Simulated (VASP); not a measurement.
# TiCo (Pm-3m) in VASP: further runs

TiCo is run at these levels: PBE; tasks: single point, relaxation of cell and atoms.

Everything below comes from runs of VASP 6.6.1. Logs are shortened: lines on timing, memory, paths and dates and some standing lists are left out, and cuts for length are marked.

**1. The cell of the first run**

It takes space group Pm-3m (No. 221, cubic). The conventional cell has a = 2.986 Å, b = 2.986 Å, c = 2.986 Å, α = 90.00°, β = 90.00°, γ = 90.00°. Within 3.4 Å of Ti (site symmetry m-3m) lie 8 Co at 2.59 Å and 6 Ti at 2.99 Å. Within 3.4 Å of Co (site symmetry m-3m) lie 8 Ti at 2.59 Å and 6 Co at 2.99 Å.

**2. Single point, PBE, collinear spin, ferromagnetic start**

Contents of INCAR:

```
SYSTEM = TiCo
PREC = Accurate
ENCUT = 520
EDIFF = 1E-6
ISMEAR = 0
SIGMA = 0.1
LREAL = .False.
LASPH = .True.
NELM = 150
ALGO = Normal
ISIF = 2
LWAVE = .False.
LCHARG = .False.
ISPIN = 2
MAGMOM = 0 0.61
LORBIT = 11
LMAXMIX = 4
GGA = PE
NBANDS = 22
```

Contents of KPOINTS:

```
Automatic mesh
0
Gamma
  14 14 14
  0 0 0
```

Contents of POSCAR:

```
TiCo
1.0
    2.9857539248      0.0000000000      0.0000000000
    0.0000000000      2.9857539248      0.0000000000
    0.0000000000      0.0000000000      2.9857539248
Ti Co
1 1
Direct
    0.5000000000      0.5000000000      0.5000000000
    0.0000000000      0.0000000000      0.0000000000
```

Potentials or basis: VASP PAW PBE potentials, release 64 (Ti_sv, Co).

Launch:

```sh
$ cat potpaw_PBE.64/Ti_sv/POTCAR potpaw_PBE.64/Co/POTCAR > POTCAR
$ mpirun -np 1 vasp_std > vasp.out
```

OUTCAR:

```text
SYSTEM = TiCo
   PREC = Accurate
   ENCUT = 520
   EDIFF = 1E-6
   ISMEAR = 0
   LREAL = .False.
   LASPH = .True.
   NELM = 150
   ISIF = 2
   ISPIN = 2
   LORBIT = 11
   GGA = PE

 ion  position               nearest neighbor table
   1  0.500  0.500  0.500-   2 2.59   2 2.59   2 2.59   2 2.59   2 2.59   2 2.59   2 2.59   2 2.59

   2  0.000  0.000  0.000-   1 2.59   1 2.59   1 2.59   1 2.59   1 2.59   1 2.59   1 2.59   1 2.59

  LATTYP: Found a simple cubic cell.
 ALAT       =     2.9857539248

  Lattice vectors:

 A1 = (   2.9857539248,   0.0000000000,   0.0000000000)
 A2 = (   0.0000000000,   2.9857539248,   0.0000000000)
 A3 = (   0.0000000000,   0.0000000000,   2.9857539248)

Analysis of symmetry for initial positions (statically):
=====================================================================
 Subroutine PRICEL returns:
 Original cell was already a primitive cell.

 Routine SETGRP: Setting up the symmetry group for a
 simple cubic supercell.

 Subroutine GETGRP returns: Found 48 space group operations
 (whereof 48 operations were pure point group operations)
 out of a pool of 48 trial point group operations.

The static configuration has the point symmetry O_h .

Analysis of symmetry for dynamics (positions and initial velocities):
=====================================================================
 Subroutine PRICEL returns:
 Original cell was already a primitive cell.

 Routine SETGRP: Setting up the symmetry group for a
 simple cubic supercell.

 Subroutine GETGRP returns: Found 48 space group operations
 (whereof 48 operations were pure point group operations)
 out of a pool of 48 trial point group operations.

The dynamic configuration has the point symmetry O_h .

Analysis of structural, dynamic, and magnetic symmetry:
=====================================================================
 Subroutine PRICEL returns:
 Original cell was already a primitive cell.

 Routine SETGRP: Setting up the symmetry group for a
 simple cubic supercell.

 Subroutine GETGRP returns: Found 48 space group operations
 (whereof 48 operations were pure point group operations)
 out of a pool of 48 trial point group operations.

The overall configuration has the point symmetry O_h .

 Subroutine INISYM returns: Found 48 space group operations
 (whereof 48 operations are pure point group operations),
 and found     1 'primitive' translations

----------------------------------------------------------------------------------------

                                     Primitive cell

  volume of cell :      26.6172

  direct lattice vectors                    reciprocal lattice vectors
     2.985753925  0.000000000  0.000000000     0.334923783  0.000000000  0.000000000
     0.000000000  2.985753925  0.000000000     0.000000000  0.334923783  0.000000000
     0.000000000  0.000000000  2.985753925     0.000000000  0.000000000  0.334923783

  length of vectors
     2.985753925  2.985753925  2.985753925     0.334923783  0.334923783  0.334923783

  position of ions in fractional coordinates (direct lattice)
     0.500000000  0.500000000  0.500000000
     0.000000000  0.000000000  0.000000000

  ion indices of the primitive-cell ions
   primitive index   ion index
                 1           1
                 2           2

----------------------------------------------------------------------------------------

 KPOINTS: Automatic mesh

Automatic generation of k-mesh.
 Grid dimensions read from file:
 generate k-points for:   14   14   14

 Generating k-lattice:

  Cartesian coordinates                     Fractional coordinates (reciprocal lattice)
     0.023923127  0.000000000  0.000000000     0.071428571  0.000000000  0.000000000
     0.000000000  0.023923127  0.000000000     0.000000000  0.071428571  0.000000000
     0.000000000  0.000000000  0.023923127     0.000000000  0.000000000  0.071428571

  Length of vectors
     0.023923127  0.023923127  0.023923127

  Shift w.r.t. Gamma in fractional coordinates (k-lattice)
     0.000000000  0.000000000  0.000000000

 Subroutine IBZKPT returns following result:
 ===========================================

 Found    120 irreducible k-points:

 Following reciprocal coordinates:
            Coordinates               Weight
  0.000000  0.000000  0.000000      1.000000
  0.071429  0.000000  0.000000      6.000000
  0.142857  0.000000  0.000000      6.000000
  0.214286  0.000000  0.000000      6.000000
  0.285714  0.000000  0.000000      6.000000
  0.357143  0.000000  0.000000      6.000000
[... 16 lines left out ...]
  0.285714  0.214286  0.000000     24.000000
  0.357143  0.214286  0.000000     24.000000
 [... further k-points ...]
   k-points           NKPTS =    120   k-points in BZ     NKDIM =    120   number of bands    NBANDS=     22
   number of dos      NEDOS =    301   number of ions     NIONS =      2
   total plane-waves  NPLWV =  13824
   dimension x,y,z NGX =    24 NGY =   24 NGZ =   24
   dimension x,y,z NGXF=    48 NGYF=   48 NGZF=   48
   ions per type =               1   1
   NGX,Y,Z   is equivalent  to a cutoff of  13.36, 13.36, 13.36 a.u.
   NGXF,Y,Z  is equivalent  to a cutoff of  26.73, 26.73, 26.73 a.u.
 SYSTEM =  TiCo
   PREC   = accura    normal or accurate (medium, high low for compatibility)
   ISTART =      0    job   : 0-new  1-cont  2-samecut
   ICHARG =      2    charge: 1-file 2-atom 10-const
   ISPIN  =      2    spin polarized calculation?
   LNONCOLLINEAR =      F non collinear calculations
   LSORBIT =      F    spin-orbit coupling
   LASPH  =      T    aspherical Exc in radial PAW
   ENCUT  =  520.0 eV  38.22 Ry    6.18 a.u.   5.55  5.55  5.55*2*pi/ulx,y,z
   NELM   =    150;   NELMIN=  2; NELMDL= -5     # of ELM steps
   EDIFF  = 0.1E-05   stopping-criterion for ELM
   LREAL  =      F    real-space projection
   EDIFFG = 0.1E-04   stopping-criterion for IOM
   NSW    =      0    number of steps for IOM
   IBRION =     -1    ionic relax: 0-MD 1-quasi-New 2-CG
   NFREE  =      0    steps in history (QN), initial steepest desc. (CG)
   ISIF   =      2    stress and relaxation
   ISYM   =      2    0-nonsym 1-usesym 2-fastsym
   POTIM  = 0.5000    time-step for ionic-motion
   TEBEG  =    0.0;   TEEND  =   0.0 temperature during run
   PSTRESS=    0.0 pullay stress
   NELECT =      21.0000    total number of electrons
   NUPDOWN=      -1.0000    fix difference up-down
   EMIN   =  10.00;   EMAX   =-10.00  energy-range for DOS
   EFERMI =   0.00;   METHOD = LEGACY
   ISMEAR =     0;   SIGMA  =   0.10  broadening in eV -4-tet -1-fermi 0-gaus
   EFERMI_NEDOS =   21; number of points for ismear=-14 and -15
   IALGO  =     38    algorithm
   IMIX   =      4    mixing-type and parameters
     AMIX     =   0.40;   BMIX     =  1.00
     AMIX_MAG =   1.60;   BMIX_MAG =  1.00
  volume/ion in A,a.u.               =      13.31        89.81
  Fermi-wavevector in a.u.,A,eV,Ry     =   1.512727  2.858640 31.134800  2.288343
  Thomas-Fermi vector in A             =   2.622613
   LORBIT       =     11    0 simple, 1 ext, 2 COOP (PROOUT), +10 PAW based schemes
   GGA     = PE    functional components
   LHFCALC =     F    Hartree Fock is set to
   AEXX    =    0.0000 exact exchange contribution
   IVDW    =     0    specifies the selected vdW correction
   LEPSILON=     F    determine dielectric tensor
   LRPA    =     F    only Hartree local field effects (RPA)
 spin polarized calculation
 Gauss-broadening in eV      SIGMA  =   0.10
  energy-cutoff  :      520.00
  volume of cell :       26.62
 maximum number of plane-waves:       739
 NGX is ok and might be reduce to    24
   NGX = 11   NGY = 11   NGZ = 11

 number of electron      20.9999983 magnetization       0.8763169

 Free energy of the ion-electron system (eV)
  ---------------------------------------------------
  ext. energy  EPLUGINS =         0.00000000
  ---------------------------------------------------
  free energy    TOTEN  =       -15.67859853 eV

  energy without entropy =      -15.66870315  energy(sigma->0) =      -15.67365084

 E-fermi :   9.9249     XC(G=0): -12.5767

 val. band max:        9.9217929031   @ k =   0.3571   0.3571   0.2143
 cond. band min:       9.9250154886   @ k =   0.3571   0.3571   0.0714
 fundamental gap:      0.0032225856
 Fermi energy:         9.9248606245

 spin component 1

 k-point     1 :       0.0000    0.0000    0.0000
  band No.  band energies     occupation
      1     -47.2121      1.00000
      2     -23.3048      1.00000
      3     -23.3048      1.00000
      4     -23.3048      1.00000
      5       2.2455      1.00000
      6       5.7468      1.00000
[... 14 lines left out ...]
     21      29.2558      0.00000
     22      30.8791      0.00000

 k-point     2 :       0.0714    0.0000    0.0000
  band No.  band energies     occupation
      1     -47.2105      1.00000
      2     -23.3198      1.00000
      3     -23.3037      1.00000
      4     -23.3037      1.00000
      5       2.3468      1.00000
      6       5.7863      1.00000
[... 14 lines left out ...]
     21      29.5666      0.00000
     22      30.5949      0.00000

 k-point     3 :       0.1429    0.0000    0.0000
  band No.  band energies     occupation
      1     -47.2061      1.00000
      2     -23.3619      1.00000
      3     -23.3006      1.00000
      4     -23.3006      1.00000
      5       2.6453      1.00000
      6       5.9016      1.00000
[... 14 lines left out ...]
     21      29.9902      0.00000
     22      30.6890      0.00000
[... 476 lines left out ...]
 k-point    23 :       0.2857    0.2143    0.0000
  band No.  band energies     occupation
      1     -47.1812      1.00000
      2     -23.4745      1.00000
      3     -23.4021      1.00000
      4     -23.2813      1.00000
      5       4.4145      1.00000
      6       6.3172      1.00000
[... 14 lines left out ...]
     21      28.5400      0.00000
     22      30.0627      0.00000

 k-point    24 :       0.3571    0.2143    0.0000
  band No.  band energies     occupation
      1     -47.1751      1.00000
      2     -23.5315      1.00000
      3     -23.3960      1.00000
      4     -23.2764      1.00000
      5       4.9725      1.00000
      6       6.3541      1.00000
[... 14 lines left out ...]
     21      27.9910      0.00000
     22      29.4857      0.00000

 [... further k-points ...]

 spin component 2

 k-point     1 :       0.0000    0.0000    0.0000
  band No.  band energies     occupation
      1     -47.2228      1.00000
      2     -23.3163      1.00000
      3     -23.3163      1.00000
      4     -23.3163      1.00000
      5       2.2385      1.00000
      6       6.4293      1.00000
[... 14 lines left out ...]
     21      29.4224      0.00000
     22      30.7638      0.00000

 k-point     2 :       0.0714    0.0000    0.0000
  band No.  band energies     occupation
      1     -47.2212      1.00000
      2     -23.3316      1.00000
      3     -23.3152      1.00000
      4     -23.3152      1.00000
      5       2.3400      1.00000
      6       6.4755      1.00000
[... 14 lines left out ...]
     21      29.7310      0.00000
     22      30.4784      0.00000

 k-point     3 :       0.1429    0.0000    0.0000
  band No.  band energies     occupation
      1     -47.2168      1.00000
      2     -23.3740      1.00000
      3     -23.3122      1.00000
      4     -23.3122      1.00000
      5       2.6393      1.00000
      6       6.6001      1.00000
[... 14 lines left out ...]
     21      29.8702      0.00000
     22      30.8433      0.00000
[... 476 lines left out ...]
 k-point    23 :       0.2857    0.2143    0.0000
  band No.  band energies     occupation
      1     -47.1916      1.00000
      2     -23.4878      1.00000
      3     -23.4147      1.00000
      4     -23.2928      1.00000
      5       4.4389      1.00000
      6       6.9861      1.00000
[... 14 lines left out ...]
     21      28.4534      0.00000
     22      30.1059      0.00000

 k-point    24 :       0.3571    0.2143    0.0000
  band No.  band energies     occupation
      1     -47.1855      1.00000
      2     -23.5455      1.00000
      3     -23.4086      1.00000
      4     -23.2879      1.00000
      5       5.0426      1.00000
      6       6.8866      1.00000
[... 14 lines left out ...]
     21      27.9001      0.00000
     22      29.5514      0.00000

 [... further k-points ...]

------------------------ aborting loop because EDIFF is reached ----------------------------------------

  FORCE on cell =-STRESS in cart. coord.  units (eV):
  Direction    XX          YY          ZZ          XY          YZ          ZX
  --------------------------------------------------------------------------------------
  -------------------------------------------------------------------------------------
  Total       -0.0791001     -0.0791001     -0.0791001     -0.0000000     -0.0000000      0.0000000
  in kB       -4.7613022     -4.7613022     -4.7613022     -0.0000000     -0.0000000      0.0000000
  external PRESSURE =      -4.7613022 kB  Pullay stress =       0.0000000 kB

 VOLUME and BASIS-vectors are now :
 -----------------------------------------------------------------------------
  energy-cutoff  :      520.00
  volume of cell :       26.62
      direct lattice vectors                 reciprocal lattice vectors
     2.985753925  0.000000000  0.000000000     0.334923783  0.000000000  0.000000000
     0.000000000  2.985753925  0.000000000     0.000000000  0.334923783  0.000000000
     0.000000000  0.000000000  2.985753925     0.000000000  0.000000000  0.334923783

 POSITION                                       TOTAL-FORCE (eV/Angst)
 -----------------------------------------------------------------------------------
      1.49288      1.49288      1.49288         0.000000      0.000000      0.000000
      0.00000      0.00000      0.00000         0.000000      0.000000      0.000000
 -----------------------------------------------------------------------------------
    total drift:                                0.000000      0.000000     -0.000000

  FREE ENERGIE OF THE ION-ELECTRON SYSTEM (eV)
  ---------------------------------------------------
  free  energy   TOTEN  =       -15.6785985314 eV

  energy  without entropy=      -15.6687031520  energy(sigma->0) =      -15.67365084

 total charge

# of ion       s       p       d       tot
------------------------------------------
    1        2.247   6.180   1.859  10.287
    2        0.526   0.461   7.301   8.287
--------------------------------------------------
tot          2.773   6.641   9.160  18.574

 magnetization (x)

# of ion       s       p       d       tot
------------------------------------------
    1       -0.002  -0.013  -0.015  -0.030
    2        0.029  -0.005   0.932   0.956
--------------------------------------------------
tot          0.026  -0.017   0.917   0.926
```

It took 48 s on 1 thread of Intel Xeon 6975P-C (Granite Rapids), shared host; peak memory 0.23 GiB.

What came out:

```yaml
Free_energy: -15.6786 eV
Pressure: -0.5 GPa
Net_moment: 0.88 μB per cell
Site_moments: Ti -0.03; Co +0.96 μB
Valence_electrons_inside_the_program's_atomic_spheres: Ti 10.29; Co 8.29
```

(Continued in part 2 of 2.)
